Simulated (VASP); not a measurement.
LiF: relaxation of cell and atoms with r2SCAN

LiF:

```xyz
2
Lattice="0.0000 2.0140 2.0140 2.0140 0.0000 2.0140 2.0140 2.0140 0.0000" Properties=species:S:1:pos:R:3 pbc="T T T"
Li    0.0000    0.0000    0.0000
F     2.0140    2.0140    2.0140
```

- Program: VASP 6.6.1
- Task: relaxation of cell and atoms
- Functional: r2SCAN
- Potentials or basis: VASP PAW PBE potentials, release 64 (Li_sv, F)
- Cutoff: 600 eV
- k mesh: 10 × 10 × 10
- Occupations: gaussian, width 0.02 eV
- Spin: no spin polarisation
- Dipole correction: no
- Further INCAR settings: ALGO = Normal; EDIFF = 1e-07; IBRION = 2; EDIFFG = -0.005; NSW = 100; ISIF = 3

```
Relaxed volume                         : 7.84 Å³/atom
Relaxed cell                           : a = 2.810 Å, b = 2.810 Å, c = 2.810 Å, α = 60.00°, β = 60.00°, γ = 60.00°
Space group after relaxing (to 0.05 Å) : Fm-3m (No. 225)
Energy gained by relaxing              : 3.7 meV/atom
Ionic steps                            : 4
Pressure after relaxing                : 0.0 GPa
Band gap on the k mesh                 : 10.67 eV, direct
```

The path:
| step | energy change (eV) | largest force (eV/Å) | pressure (GPa) | volume (Å³) |
| --- | --- | --- | --- | --- |
| 1 | 0.0000 | 0.0000 | -3.25 | 16.34 |
| 2 | -0.0060 | 0.0000 | -1.48 | 15.95 |
| 3 | -0.0072 | 0.0000 | -0.38 | 15.75 |
| 4 | -0.0073 | 0.0000 | -0.01 | 15.68 |

Final structure:
```yaml
crystal:
  lattice:
    - [0.00000, 1.98676, 1.98676]
    - [1.98676, 0.00000, 1.98676]
    - [1.98676, 1.98676, 0.00000]
  atoms:
    - { symbol: Li, position: [0.00000, 0.00000, 0.00000] }
    - { symbol: F, position: [0.50000, 0.50000, 0.50000] }
```

Levels at points of the mesh, in eV from the valence-band top:
```
           k point  band 3  band 4  band 5  band 6  band 7  band 8
(0.00, 0.00, 0.00)    0.00    0.00    0.00   10.67   25.90   25.90
(0.50, 0.00, 0.00)   -2.61   -0.26   -0.26   12.07   18.66   20.78
(0.50, 0.50, 0.00)   -3.18   -1.07   -1.07   16.47   17.66   19.65
```

Wall time 76 s on 1 thread of Intel(R) Xeon(R) Platinum 8488C (Sapphire Rapids), on a shared host, peak memory 0.13 GiB.

Caveat: the cutoff is under 1.25 times the usual one of these potentials, so pressure, stress and relaxed cells hold a basis-set (Pulay) error; the PAW data sets were made with another functional, which shifts forces and pressure a little. A k mesh can miss the band edges.
